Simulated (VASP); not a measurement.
**Pt: single point with HSE06**

The system is Pt.

```
Pt
1.0
     0.00000    1.93440    1.93440
     1.93440    0.00000    1.93440
     1.93440    1.93440    0.00000
Pt
1
Direct
  0.00000 0.00000 0.00000
```

| Quantity | Value |
| --- | --- |
| Program | VASP 6.6.1 |
| Task | single point |
| Functional | HSE06 |
| Potentials or basis | VASP PAW PBE potentials, release 64 (Pt) |
| Cutoff | 520 eV |
| k mesh | 8 × 8 × 8 |
| Occupations | fermi-dirac, width 0.05 eV |
| Spin | no spin polarisation |

```
Pressure               : 13.2 GPa
Band gap on the k mesh : zero (band 5 reaches 12.13 eV, above the bottom of band 6 at 8.96 eV)
```

Levels at points of the mesh, in eV from the Fermi level:
| k point | band 1 | band 2 | band 3 | band 4 | band 5 | band 6 | band 7 | band 8 | band 9 | band 10 |
| --- | --- | --- | --- | --- | --- | --- | --- | --- | --- | --- |
| (0.00, 0.00, 0.00) | -11.38 | -4.56 | -4.56 | -4.56 | -2.27 | -2.27 | 16.04 | 21.47 | 21.47 | 21.47 |
| (0.50, 0.00, 0.00) | -8.44 | -4.74 | -4.74 | -0.34 | 0.07 | 0.07 | 7.48 | 15.58 | 21.06 | 21.06 |
| (0.50, 0.50, 0.00) | -8.38 | -7.80 | -0.29 | 0.79 | 0.79 | 2.27 | 10.88 | 12.95 | 12.95 | 22.44 |

Wall time 25 min on 1 thread of AMD EPYC 7R13 Processor (Zen 3) (shared host), peak memory 0.21 GiB.

Caveat: the PAW data sets were made with another functional, which shifts forces and pressure a little; spin-orbit coupling is left out, which moves the levels of the heavy elements.
